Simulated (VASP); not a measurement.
# SnPt3 (P4/mmm) in VASP: further runs

Runs on SnPt3. Level: LDA. Tasks: single point.

Everything below comes from runs of VASP 6.6.1. Logs are shortened: lines on timing, memory, paths and dates and some standing lists are left out, and cuts for length are marked.

## 1. The cell of the first run

It takes space group P4/mmm (No. 123, tetragonal). Conventional cell: a = 4.000 Å, b = 4.000 Å, c = 3.920 Å, α = 90.00°, β = 90.00°, γ = 90.00°. Within 3.7 Å of Sn (site symmetry 4/mmm) lie 12 Pt at 2.80 to 2.83 Å. Within 3.7 Å of Pt (site symmetry mmm) lie 4 Sn at 2.80 Å and 8 Pt at 2.80 to 2.83 Å. Pt (site symmetry 4/mmm) has 8 Pt at 2.80 Å and 4 Sn at 2.83 Å within 3.7 Å.

## 2. Single point, LDA (zz strain of -2 %)

The input, INCAR:

```
PREC     = Accurate       # precision mode
ENCUT    = 520            # plane-wave cutoff, eV
EDIFF    = 1E-6           # SCF threshold, eV
ISMEAR   = -1             # smearing method
SIGMA    = 0.05           # smearing width, eV
LREAL    = F              # projectors in reciprocal space
LASPH    = T              # aspherical terms in the spheres
NELM     = 60             # most SCF steps
ALGO     = Normal         # electronic algorithm
ISIF     = 2              # what is computed and relaxed
LWAVE    = F              # write WAVECAR
LCHARG   = F              # write CHGCAR
NBANDS   = 30             # bands
```

The input, KPOINTS:

```
Automatic mesh
0
Gamma
  8 8 8
```

The input, POSCAR:

```
SnPt3
1.0
    4.0000000000      0.0000000000      0.0000000000
    0.0000000000      4.0000000000      0.0000000000
    0.0000000000      0.0000000000      3.9200000000
Sn Pt
1 3
Direct
    0.0000000000      0.0000000000      0.0000000000
    0.0000000000      0.5000000000      0.5000000000
    0.5000000000      0.0000000000      0.5000000000
    0.5000000000      0.5000000000      0.0000000000
```

Potentials or basis: VASP PAW LDA potentials, release 64 (Sn_d, Pt).

The run is started by

```
> cat potpaw_LDA.64/Sn_d/POTCAR potpaw_LDA.64/Pt/POTCAR > POTCAR
> mpirun -np 1 vasp_std > vasp.out
```

OUTCAR:

```text
PREC = Accurate
   ENCUT = 520
   EDIFF = 1E-6
   ISMEAR = -1
   LREAL = F
   LASPH = T
   NELM = 60
   ISIF = 2

 ion  position               nearest neighbor table
   1  0.000  0.000  0.000-   2 2.80   3 2.80   2 2.80   3 2.80   2 2.80   2 2.80   3 2.80   3 2.80
                             4 2.83   4 2.83   4 2.83   4 2.83
   2  0.000  0.500  0.500-   1 2.80   4 2.80   1 2.80   4 2.80   1 2.80   1 2.80   4 2.80   4 2.80
                             3 2.83   3 2.83   3 2.83   3 2.83
   3  0.500  0.000  0.500-   1 2.80   4 2.80   1 2.80   4 2.80   4 2.80   4 2.80   1 2.80   1 2.80
                             2 2.83   2 2.83   2 2.83   2 2.83
   4  0.500  0.500  0.000-   2 2.80   3 2.80   2 2.80   3 2.80   3 2.80   3 2.80   2 2.80   2 2.80
                             1 2.83   1 2.83   1 2.83   1 2.83

  LATTYP: Found a simple tetragonal cell.
 ALAT       =     4.0000000000
 C/A-ratio  =     0.9800000000

  Lattice vectors:

 A1 = (   4.0000000000,   0.0000000000,   0.0000000000)
 A2 = (   0.0000000000,   4.0000000000,   0.0000000000)
 A3 = (   0.0000000000,   0.0000000000,   3.9200000000)

Analysis of symmetry for initial positions (statically):
=====================================================================
 Subroutine PRICEL returns:
 Original cell was already a primitive cell.

 Routine SETGRP: Setting up the symmetry group for a
 simple tetragonal supercell.

 Subroutine GETGRP returns: Found 16 space group operations
 (whereof 16 operations were pure point group operations)
 out of a pool of 16 trial point group operations.

The static configuration has the point symmetry D_4h.

Analysis of symmetry for dynamics (positions and initial velocities):
=====================================================================
 Subroutine PRICEL returns:
 Original cell was already a primitive cell.

 Routine SETGRP: Setting up the symmetry group for a
 simple tetragonal supercell.

 Subroutine GETGRP returns: Found 16 space group operations
 (whereof 16 operations were pure point group operations)
 out of a pool of 16 trial point group operations.

The dynamic configuration has the point symmetry D_4h.

 Subroutine INISYM returns: Found 16 space group operations
 (whereof 16 operations are pure point group operations),
 and found     1 'primitive' translations

----------------------------------------------------------------------------------------

                                     Primitive cell

  volume of cell :      62.7200

  direct lattice vectors                    reciprocal lattice vectors
     4.000000000  0.000000000  0.000000000     0.250000000  0.000000000  0.000000000
     0.000000000  4.000000000  0.000000000     0.000000000  0.250000000  0.000000000
     0.000000000  0.000000000  3.920000000     0.000000000  0.000000000  0.255102041

  length of vectors
     4.000000000  4.000000000  3.920000000     0.250000000  0.250000000  0.255102041

  position of ions in fractional coordinates (direct lattice)
     0.000000000  0.000000000  0.000000000
     0.000000000  0.500000000  0.500000000
     0.500000000  0.000000000  0.500000000
     0.500000000  0.500000000  0.000000000

  ion indices of the primitive-cell ions
   primitive index   ion index
                 1           1
                 2           2
                 3           3
                 4           4

----------------------------------------------------------------------------------------

 KPOINTS: Automatic mesh

Automatic generation of k-mesh.
 Grid dimensions read from file:
 generate k-points for:    8    8    8

 Generating k-lattice:

  Cartesian coordinates                     Fractional coordinates (reciprocal lattice)
     0.031250000  0.000000000  0.000000000     0.125000000  0.000000000  0.000000000
     0.000000000  0.031250000  0.000000000     0.000000000  0.125000000  0.000000000
     0.000000000  0.000000000  0.031887755     0.000000000  0.000000000  0.125000000

  Length of vectors
     0.031250000  0.031250000  0.031887755

  Shift w.r.t. Gamma in fractional coordinates (k-lattice)
     0.000000000  0.000000000  0.000000000

 Subroutine IBZKPT returns following result:
 ===========================================

 Found     75 irreducible k-points:

 Following reciprocal coordinates:
            Coordinates               Weight
  0.000000  0.000000  0.000000      1.000000
  0.125000  0.000000  0.000000      4.000000
  0.250000  0.000000  0.000000      4.000000
  0.375000  0.000000  0.000000      4.000000
  0.500000  0.000000  0.000000      2.000000
  0.125000  0.125000  0.000000      4.000000
[... 16 lines left out ...]
  0.375000  0.125000  0.125000     16.000000
  0.500000  0.125000  0.125000      8.000000
 [... further k-points ...]
   k-points           NKPTS =     75   k-points in BZ     NKDIM =     75   number of bands    NBANDS=     30
   number of dos      NEDOS =    301   number of ions     NIONS =      4
   total plane-waves  NPLWV =  27000
   dimension x,y,z NGX =    30 NGY =   30 NGZ =   30
   dimension x,y,z NGXF=    60 NGYF=   60 NGZF=   60
   ions per type =               1   3
   NGX,Y,Z   is equivalent  to a cutoff of  12.47, 12.47, 12.72 a.u.
   NGXF,Y,Z  is equivalent  to a cutoff of  24.94, 24.94, 25.45 a.u.
 SYSTEM =  unknown system
   PREC   = accura    normal or accurate (medium, high low for compatibility)
   ISTART =      0    job   : 0-new  1-cont  2-samecut
   ICHARG =      2    charge: 1-file 2-atom 10-const
   ISPIN  =      1    spin polarized calculation?
   LNONCOLLINEAR =      F non collinear calculations
   LSORBIT =      F    spin-orbit coupling
   LASPH  =      T    aspherical Exc in radial PAW
   ENCUT  =  520.0 eV  38.22 Ry    6.18 a.u.   7.44  7.44  7.29*2*pi/ulx,y,z
   NELM   =     60;   NELMIN=  2; NELMDL= -5     # of ELM steps
   EDIFF  = 0.1E-05   stopping-criterion for ELM
   LREAL  =      F    real-space projection
[... 7 lines left out ...]
   TEBEG  =    0.0;   TEEND  =   0.0 temperature during run
   PSTRESS=    0.0 pullay stress
   NELECT =      44.0000    total number of electrons
   NUPDOWN=      -1.0000    fix difference up-down
   EMIN   =  10.00;   EMAX   =-10.00  energy-range for DOS
   EFERMI =   0.00;   METHOD = LEGACY
   ISMEAR =    -1;   SIGMA  =   0.05  broadening in eV -4-tet -1-fermi 0-gaus
   EFERMI_NEDOS =   21; number of points for ismear=-14 and -15
   IALGO  =     38    algorithm
   IMIX   =      4    mixing-type and parameters
     AMIX     =   0.40;   BMIX     =  1.00
     AMIX_MAG =   1.60;   BMIX_MAG =  1.00
  volume/ion in A,a.u.               =      15.68       105.81
  Fermi-wavevector in a.u.,A,eV,Ry     =   1.454645  2.748881 28.789823  2.115992
  Thomas-Fermi vector in A             =   2.571772
   LORBIT       =      0    0 simple, 1 ext, 2 COOP (PROOUT), +10 PAW based schemes
   GGA     = CA    functional components
   LHFCALC =     F    Hartree Fock is set to
   AEXX    =    0.0000 exact exchange contribution
   IVDW    =     0    specifies the selected vdW correction
   LEPSILON=     F    determine dielectric tensor
   LRPA    =     F    only Hartree local field effects (RPA)
 non-spin polarized calculation
  energy-cutoff  :      520.00
  volume of cell :       62.72
 maximum number of plane-waves:      1719
 NGX is ok and might be reduce to    30
   NGX = 15   NGY = 15   NGZ = 15

 number of electron      44.0000012 magnetization

 Free energy of the ion-electron system (eV)
  ---------------------------------------------------
  ext. energy  EPLUGINS =         0.00000000
  ---------------------------------------------------
  free energy    TOTEN  =       -28.57839106 eV

  energy without entropy =      -28.56769552  energy(sigma->0) =      -28.57304329

 E-fermi :  12.1927     XC(G=0): -13.4450

 val. band max:       12.1829759119   @ k =   0.5000   0.3750   0.3750
 cond. band min:      12.2238922635   @ k =   0.5000   0.3750   0.3750
 fundamental gap:      0.0409163516
 Fermi energy:        12.1927352485

 k-point     1 :       0.0000    0.0000    0.0000
  band No.  band energies     occupation
      1      -9.7475      2.00000
      2      -9.7459      2.00000
      3      -9.7327      2.00000
      4      -9.7327      2.00000
      5      -9.7249      2.00000
      6      -0.0869      2.00000
[... 22 lines left out ...]
     29      19.8889      0.00000
     30      20.0995      0.00000

 k-point     2 :       0.1250    0.0000    0.0000
  band No.  band energies     occupation
      1      -9.7446      2.00000
      2      -9.7394      2.00000
      3      -9.7322      2.00000
      4      -9.7298      2.00000
      5      -9.7227      2.00000
      6       0.0900      2.00000
[... 22 lines left out ...]
     29      20.2207      0.00000
     30      20.8748      0.00000

 k-point     3 :       0.2500    0.0000    0.0000
  band No.  band energies     occupation
      1      -9.7383      2.00000
      2      -9.7311      2.00000
      3      -9.7231      2.00000
      4      -9.7230      2.00000
      5      -9.7171      2.00000
      6       0.6049      2.00000
[... 22 lines left out ...]
     29      19.8561      0.00000
     30      20.6016      0.00000

 k-point     4 :       0.3750    0.0000    0.0000
  band No.  band energies     occupation
      1      -9.7321      2.00000
      2      -9.7300      2.00000
      3      -9.7162      2.00000
      4      -9.7116      2.00000
      5      -9.7066      2.00000
      6       1.3840      2.00000
[... 616 lines left out ...]
     29      20.1417      0.00000
     30      21.3792      0.00000

 k-point    23 :       0.3750    0.1250    0.1250
  band No.  band energies     occupation
      1      -9.7272      2.00000
      2      -9.7255      2.00000
      3      -9.7186      2.00000
      4      -9.7140      2.00000
      5      -9.7002      2.00000
      6       1.6598      2.00000
[... 22 lines left out ...]
     29      21.2813      0.00000
     30      21.8641      0.00000

 k-point    24 :       0.5000    0.1250    0.1250
  band No.  band energies     occupation
      1      -9.7267      2.00000
      2      -9.7209      2.00000
      3      -9.7185      2.00000
      4      -9.7136      2.00000
      5      -9.6942      2.00000
      6       2.1857      2.00000
[... 22 lines left out ...]
     29      21.1780      0.00000
     30      22.3393      0.00000

 [... further k-points ...]

------------------------ aborting loop because EDIFF is reached ----------------------------------------

  FORCE on cell =-STRESS in cart. coord.  units (eV):
  Direction    XX          YY          ZZ          XY          YZ          ZX
  --------------------------------------------------------------------------------------
  -------------------------------------------------------------------------------------
  Total        0.5201297      0.5201297      1.4521010      0.0000000     -0.0000000      0.0000000
  in kB       13.2866713     13.2866713     37.0938039      0.0000000     -0.0000000      0.0000000
  external PRESSURE =      21.2223821 kB  Pullay stress =       0.0000000 kB

 VOLUME and BASIS-vectors are now :
 -----------------------------------------------------------------------------
  energy-cutoff  :      520.00
  volume of cell :       62.72
      direct lattice vectors                 reciprocal lattice vectors
     4.000000000  0.000000000  0.000000000     0.250000000  0.000000000  0.000000000
     0.000000000  4.000000000  0.000000000     0.000000000  0.250000000  0.000000000
     0.000000000  0.000000000  3.920000000     0.000000000  0.000000000  0.255102041

 POSITION                                       TOTAL-FORCE (eV/Angst)
 -----------------------------------------------------------------------------------
      0.00000      0.00000      0.00000         0.000000      0.000000      0.000000
      0.00000      2.00000      1.96000         0.000000      0.000000      0.000000
      2.00000      0.00000      1.96000         0.000000      0.000000      0.000000
      2.00000      2.00000      0.00000         0.000000      0.000000      0.000000
 -----------------------------------------------------------------------------------
    total drift:                                0.000000      0.000000     -0.000000

  FREE ENERGIE OF THE ION-ELECTRON SYSTEM (eV)
  ---------------------------------------------------
  free  energy   TOTEN  =       -28.5783910605 eV

  energy  without entropy=      -28.5676955204  energy(sigma->0) =      -28.57304329
```

Run time: 48 s. Hardware: 1 thread of AMD EPYC 9R45 (Zen 5), shared host; peak memory 0.21 GiB.

Results:

```yaml
Free_energy: -28.5784 eV
Pressure: 2.1 GPa
Band_gap_on_the_k_mesh: zero (bands 22 and 23 overlap by 0.56 eV)
```

Caveat: the cell differs from its parent crystal (zz strain of -2 %); spin-orbit coupling is left out, which moves the levels of the heavy elements.

## 3. Single point, LDA (zz strain of -1 %)

The input, INCAR:

```
ALGO = Normal
EDIFF = 1E-6
ENCUT = 520
ISIF = 2
ISMEAR = -1
LASPH = True
LCHARG = True
LELF = True
LREAL = False
LVHAR = True
LWAVE = False
NBANDS = 30
NELM = 80
PREC = Accurate
SIGMA = 0.05
```

The input, KPOINTS:

```
k-points
0
Gamma
  8 8 8
```

POSCAR: that of step 2 with these lines changed.

```diff
@@ -4,3 +4,3 @@
     0.0000000000      4.0000000000      0.0000000000
-    0.0000000000      0.0000000000      3.9200000000
+    0.0000000000      0.0000000000      3.9600000000
 Sn Pt
```

Potentials or basis: VASP PAW LDA potentials, release 64 (Sn_d, Pt).

The run is started by

```
> cat potpaw_LDA.64/Sn_d/POTCAR potpaw_LDA.64/Pt/POTCAR > POTCAR
> mpirun -np 1 vasp_std > vasp.out
```

OUTCAR:

```text
EDIFF = 1E-6
   ENCUT = 520
   ISIF = 2
   ISMEAR = -1
   LASPH = True
   LREAL = False
   NELM = 80
   PREC = Accurate

 ion  position               nearest neighbor table
   1  0.000  0.000  0.000-   2 2.81   3 2.81   2 2.81   3 2.81   2 2.81   2 2.81   3 2.81   3 2.81
                             4 2.83   4 2.83   4 2.83   4 2.83
   2  0.000  0.500  0.500-   1 2.81   4 2.81   1 2.81   4 2.81   1 2.81   1 2.81   4 2.81   4 2.81
                             3 2.83   3 2.83   3 2.83   3 2.83
   3  0.500  0.000  0.500-   1 2.81   4 2.81   1 2.81   4 2.81   4 2.81   4 2.81   1 2.81   1 2.81
                             2 2.83   2 2.83   2 2.83   2 2.83
   4  0.500  0.500  0.000-   2 2.81   3 2.81   2 2.81   3 2.81   3 2.81   3 2.81   2 2.81   2 2.81
[... 997 lines left out ...]
  Total       -0.3350353     -0.3350353      0.1396271      0.0000000     -0.0000000      0.0000000
  in kB       -8.4720004     -8.4720004      3.5307358      0.0000000     -0.0000000      0.0000000
  external PRESSURE =      -4.4710883 kB  Pullay stress =       0.0000000 kB

 VOLUME and BASIS-vectors are now :
 -----------------------------------------------------------------------------
  energy-cutoff  :      520.00
  volume of cell :       63.36
      direct lattice vectors                 reciprocal lattice vectors
     4.000000000  0.000000000  0.000000000     0.250000000  0.000000000  0.000000000
     0.000000000  4.000000000  0.000000000     0.000000000  0.250000000  0.000000000
     0.000000000  0.000000000  3.960000000     0.000000000  0.000000000  0.252525253

 POSITION                                       TOTAL-FORCE (eV/Angst)
 -----------------------------------------------------------------------------------
      0.00000      0.00000      0.00000         0.000000      0.000000      0.000000
      0.00000      2.00000      1.98000         0.000000      0.000000      0.000000
      2.00000      0.00000      1.98000         0.000000      0.000000      0.000000
      2.00000      2.00000      0.00000         0.000000      0.000000      0.000000
 -----------------------------------------------------------------------------------
    total drift:                                0.000000      0.000000     -0.000000

  FREE ENERGIE OF THE ION-ELECTRON SYSTEM (eV)
  ---------------------------------------------------
  free  energy   TOTEN  =       -28.5868115044 eV

  energy  without entropy=      -28.5766069992  energy(sigma->0) =      -28.58170925
```

OSZICAR:

```text
N       E                     dE             d eps       ncg     rms          rms(c)
DAV:   1     0.404756079060E+03    0.40476E+03   -0.20884E+04  4780   0.198E+03
DAV:   2     0.131062888357E+02   -0.39165E+03   -0.36978E+03  4780   0.533E+02
DAV:   3    -0.283230973077E+02   -0.41429E+02   -0.39922E+02  4956   0.131E+02
DAV:   4    -0.296304753577E+02   -0.13074E+01   -0.13034E+01  5190   0.235E+01
DAV:   5    -0.296665171636E+02   -0.36042E-01   -0.36038E-01  5532   0.416E+00    0.197E+01
DAV:   6    -0.287371593364E+02    0.92936E+00   -0.21781E+00  4986   0.967E+00    0.985E+00
DAV:   7    -0.286038757373E+02    0.13328E+00   -0.15283E-01  6044   0.422E+00    0.390E+00
DAV:   8    -0.285884287728E+02    0.15447E-01   -0.26096E-02  5966   0.112E+00    0.353E-01
DAV:   9    -0.285869586862E+02    0.14701E-02   -0.61289E-03  5868   0.878E-01    0.129E-01
DAV:  10    -0.285868180698E+02    0.14062E-03   -0.86104E-04  5142   0.268E-01    0.344E-02
DAV:  11    -0.285868119309E+02    0.61389E-05   -0.43778E-05  6078   0.787E-02    0.142E-02
DAV:  12    -0.285868115044E+02    0.42653E-06   -0.35772E-06  5024   0.157E-02
   1 F= -.28586812E+02 E0= -.28581709E+02  d E =-.102045E-01
```

stdout:

```text
POSCAR found type information on POSCAR SnPt
 POSCAR found :  2 types and       4 ions
 scaLAPACK will be used
 LDA part: xc-table for (Slater(with rela. corr.)+CA(PZ))
 , standard interpolation
 POSCAR, INCAR and KPOINTS ok, starting setup
 FFT: planning ... GRIDC
 FFT: planning ... GRID_SOFT
 FFT: planning ... GRID
 WAVECAR not read
 entering main loop
```

It took 47 s on 1 thread of AMD EPYC 9R45 (Zen 5), shared host; peak memory 0.21 GiB.

Results:

| Property | Result |
| --- | --- |
| Free energy | -28.5868 eV |
| Pressure | -0.4 GPa |
| Band gap on the k mesh | zero (bands 22 and 23 overlap by 0.51 eV) |

Caveat: the cell differs from its parent crystal (zz strain of -1 %); spin-orbit coupling is left out, which moves the levels of the heavy elements.

The gap in the log of VASP goes by the Fermi energy; the results here count the filled bands.